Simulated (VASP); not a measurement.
# Br (Pm-3m) in VASP: single point with PBEsol

Aim: the single point of Br with PBEsol.

All numbers are computed with VASP 6.6.1; they aren't measurements. Logs are shortened: lines on timing, memory, paths and dates and some standing lists are left out, and cuts for length are marked.

## Step 1: The cell of the first run

The structure is cubic, space group Pm-3m (No. 221). The conventional cell has a = 3.030 Å, b = 3.030 Å, c = 3.030 Å, α = 90.00°, β = 90.00°, γ = 90.00°. Within 4.0 Å of Br (site symmetry m-3m) lie 6 Br at 3.03 Å.

## Step 2: Single point, PBEsol

The input, INCAR:

```
SYSTEM = Br
PREC     = Accurate       ! precision mode
ENCUT    = 520            ! plane-wave cutoff, eV
EDIFF    = 1E-6           ! SCF threshold, eV
ISMEAR   = -1             ! smearing method
SIGMA    = 0.13605693000000002 ! smearing width, eV
LREAL    = .False.        ! projectors in reciprocal space
LASPH    = .True.         ! aspherical terms in the spheres
NELM     = 80             ! most SCF steps
ALGO     = Normal         ! electronic algorithm
ISIF     = 2              ! what is computed and relaxed
LWAVE    = .False.        ! write WAVECAR
LCHARG   = .False.        ! write CHGCAR
GGA      = PS             ! functional
NBANDS   = 10             ! bands
```

The input, KPOINTS:

```
regular mesh
0
Gamma
  11 11 11
  0 0 0
```

The input, POSCAR:

```
Br
1.0
    3.0302495193      0.0000000000      0.0000000000
    0.0000000000      3.0302495193      0.0000000000
    0.0000000000      0.0000000000      3.0302495193
Br
1
Direct
    0.0000000000      0.0000000000      0.0000000000
```

Potentials or basis: VASP PAW PBE potentials, release 64 (Br).

Command:

```sh
> cat potpaw_PBE.64/Br/POTCAR > POTCAR
> mpirun -np 1 vasp_std > vasp.out
```

OUTCAR:

```text
SYSTEM = Br
   PREC = Accurate
   ENCUT = 520
   EDIFF = 1E-6
   ISMEAR = -1
   LREAL = .False.
   LASPH = .True.
   NELM = 80
   ISIF = 2
   GGA = PS

 ion  position               nearest neighbor table
   1  0.000  0.000  0.000-

  LATTYP: Found a simple cubic cell.
 ALAT       =     3.0302495193

  Lattice vectors:

 A1 = (   3.0302495193,   0.0000000000,   0.0000000000)
 A2 = (   0.0000000000,   3.0302495193,   0.0000000000)
 A3 = (   0.0000000000,   0.0000000000,   3.0302495193)

Analysis of symmetry for initial positions (statically):
=====================================================================
 Subroutine PRICEL returns:
 Original cell was already a primitive cell.

 Routine SETGRP: Setting up the symmetry group for a
 simple cubic supercell.

 Subroutine GETGRP returns: Found 48 space group operations
 (whereof 48 operations were pure point group operations)
 out of a pool of 48 trial point group operations.

The static configuration has the point symmetry O_h .

Analysis of symmetry for dynamics (positions and initial velocities):
=====================================================================
 Subroutine PRICEL returns:
 Original cell was already a primitive cell.

 Routine SETGRP: Setting up the symmetry group for a
 simple cubic supercell.

 Subroutine GETGRP returns: Found 48 space group operations
 (whereof 48 operations were pure point group operations)
 out of a pool of 48 trial point group operations.

The dynamic configuration has the point symmetry O_h .

 Subroutine INISYM returns: Found 48 space group operations
 (whereof 48 operations are pure point group operations),
 and found     1 'primitive' translations

----------------------------------------------------------------------------------------

                                     Primitive cell

  volume of cell :      27.8250

  direct lattice vectors                    reciprocal lattice vectors
     3.030249519  0.000000000  0.000000000     0.330005827  0.000000000  0.000000000
     0.000000000  3.030249519  0.000000000     0.000000000  0.330005827  0.000000000
     0.000000000  0.000000000  3.030249519     0.000000000  0.000000000  0.330005827

  length of vectors
     3.030249519  3.030249519  3.030249519     0.330005827  0.330005827  0.330005827

  position of ions in fractional coordinates (direct lattice)
     0.000000000  0.000000000  0.000000000

[... 73 lines left out ...]
   ENCUT  =  520.0 eV  38.22 Ry    6.18 a.u.   5.63  5.63  5.63*2*pi/ulx,y,z
   NELM   =     80;   NELMIN=  2; NELMDL= -5     # of ELM steps
   EDIFF  = 0.1E-05   stopping-criterion for ELM
   LREAL  =      F    real-space projection
   EDIFFG = 0.1E-04   stopping-criterion for IOM
   NSW    =      0    number of steps for IOM
   IBRION =     -1    ionic relax: 0-MD 1-quasi-New 2-CG
   NFREE  =      0    steps in history (QN), initial steepest desc. (CG)
   ISIF   =      2    stress and relaxation
   ISYM   =      2    0-nonsym 1-usesym 2-fastsym
   POTIM  = 0.5000    time-step for ionic-motion
   TEBEG  =    0.0;   TEEND  =   0.0 temperature during run
   PSTRESS=    0.0 pullay stress
   NELECT =       7.0000    total number of electrons
   NUPDOWN=      -1.0000    fix difference up-down
   EMIN   =  10.00;   EMAX   =-10.00  energy-range for DOS
   EFERMI =   0.00;   METHOD = LEGACY
   ISMEAR =    -1;   SIGMA  =   0.14  broadening in eV -4-tet -1-fermi 0-gaus
   EFERMI_NEDOS =   21; number of points for ismear=-14 and -15
   IALGO  =     38    algorithm
   IMIX   =      4    mixing-type and parameters
     AMIX     =   0.40;   BMIX     =  1.00
     AMIX_MAG =   1.60;   BMIX_MAG =  1.00
  volume/ion in A,a.u.               =      27.83       187.77
  Fermi-wavevector in a.u.,A,eV,Ry     =   1.033465  1.952966 14.531702  1.068050
  Thomas-Fermi vector in A             =   2.167713
   LORBIT       =      0    0 simple, 1 ext, 2 COOP (PROOUT), +10 PAW based schemes
   GGA     = PS    functional components
   LHFCALC =     F    Hartree Fock is set to
   AEXX    =    0.0000 exact exchange contribution
   IVDW    =     0    specifies the selected vdW correction
   LEPSILON=     F    determine dielectric tensor
   LRPA    =     F    only Hartree local field effects (RPA)
 non-spin polarized calculation
  energy-cutoff  :      520.00
  volume of cell :       27.83
 maximum number of plane-waves:       759
 NGX is ok and might be reduce to    24
   NGX = 11   NGY = 11   NGZ = 11

 number of electron       6.9999999 magnetization

 Free energy of the ion-electron system (eV)
  ---------------------------------------------------
  ext. energy  EPLUGINS =         0.00000000
  ---------------------------------------------------
  free energy    TOTEN  =        -1.50150907 eV

  energy without entropy =       -1.43052526  energy(sigma->0) =       -1.46601716

 E-fermi :   1.7014     XC(G=0):  -9.0896

 val. band max:        1.6914217523   @ k =   0.4545   0.0909   0.0000
 cond. band min:       1.7173832261   @ k =   0.4545   0.0909   0.0909
 fundamental gap:      0.0259614738
 Fermi energy:         1.7013705150

 k-point     1 :       0.0000    0.0000    0.0000
  band No.  band energies     occupation
      1     -14.3739      2.00000
      2       1.5432      1.52359
      3       1.5432      1.52359
      4       1.5432      1.52359
      5       7.9993      0.00000
      6      10.3288      0.00000
      7      10.3288      0.00000
      8      21.8210      0.00000
      9      21.8210      0.00000
     10      21.8212      0.00000
[... 287 lines left out ...]
 k-point    24 :       0.2727    0.0909    0.0909
  band No.  band energies     occupation
      1     -13.6949      2.00000
      2      -1.8080      2.00000
      3       1.3417      1.86721
      4       1.4202      1.77528
      5      10.3756      0.00000
      6      12.0046      0.00000
      7      13.8667      0.00000
      8      15.8782      0.00000
      9      16.9791      0.00000
     10      19.8452      0.00000

 [... further k-points ...]
[... 5 lines left out ...]
  --------------------------------------------------------------------------------------
  -------------------------------------------------------------------------------------
  Total       -0.0042165     -0.0042165     -0.0042165      0.0000000     -0.0000000      0.0000000
  in kB       -0.2427894     -0.2427894     -0.2427894      0.0000000     -0.0000000      0.0000000
  external PRESSURE =      -0.2427894 kB  Pullay stress =       0.0000000 kB

 VOLUME and BASIS-vectors are now :
 -----------------------------------------------------------------------------
  energy-cutoff  :      520.00
  volume of cell :       27.83
      direct lattice vectors                 reciprocal lattice vectors
     3.030249519  0.000000000  0.000000000     0.330005827  0.000000000  0.000000000
     0.000000000  3.030249519  0.000000000     0.000000000  0.330005827  0.000000000
     0.000000000  0.000000000  3.030249519     0.000000000  0.000000000  0.330005827

 POSITION                                       TOTAL-FORCE (eV/Angst)
 -----------------------------------------------------------------------------------
      0.00000      0.00000      0.00000         0.000000      0.000000      0.000000
 -----------------------------------------------------------------------------------
    total drift:                                0.000000     -0.000000     -0.000000

  FREE ENERGIE OF THE ION-ELECTRON SYSTEM (eV)
  ---------------------------------------------------
  free  energy   TOTEN  =        -1.5015090703 eV

  energy  without entropy=       -1.4305252557  energy(sigma->0) =       -1.46601716
```

stdout:

```text
POSCAR found type information on POSCAR Br
 POSCAR found :  1 types and       1 ions
 scaLAPACK will be used
 -----------------------------------------------------------------------------
|                                                                             |
|                                                                             |
|     You enforced a specific xc type in the INCAR file but a different       |
|     I HOPE YOU KNOW WHAT YOU ARE DOING!                                     |
|                                                                             |
 -----------------------------------------------------------------------------

 LDA part: xc-table for (Slater+PW92), standard interpolation
 POSCAR, INCAR and KPOINTS ok, starting setup
 FFT: planning ... GRIDC
 FFT: planning ... GRID_SOFT
 FFT: planning ... GRID
 WAVECAR not read
 entering main loop
```

Wall time 11 s (1 thread of AMD EPYC 7R13 (Zen 3), shared host); peak memory 0.11 GiB.

Results:

- Free energy: -1.5015 eV
- Pressure: 0.0 GPa

Caveat: the PAW data sets were made with another functional, which shifts forces and pressure a little; an odd number of electrons without spin polarisation forces a metal; a magnetic or distorted state may lie lower.
